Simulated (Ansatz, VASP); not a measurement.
InP: VASP beside Ansatz

```
In P
1.0
     0.00000    3.10062    2.95381
     3.10062    0.00000    2.95381
     3.10062    3.10062    0.00000
In P
1 1
Direct
  0.00000 0.00000 0.00000
  0.25000 0.25000 0.25000
```

Change from the starting cell: biaxial_xy strain +5.0%.

Alike in both runs: task single point; functional PBE; k mesh 8 × 8 × 8; occupations fermi-dirac, width 0.02 eV; no spin polarisation.

```csv
,VASP,Ansatz
version,VASP 6.6.1,Ansatz 0.2.0
potentials or method,"VASP PAW PBE potentials, release 64 (In_d, P)","plane waves, PAW"
plane-wave cutoff (eV),520,420
valence electrons in the cell,18,18
```

```csv
,VASP,Ansatz,Ansatz less VASP
pressure (GPa),-3.6,-3.6,+0.03
"traceless stress, the component that is largest in VASP (GPa)",1.22,1.22,0.000
```
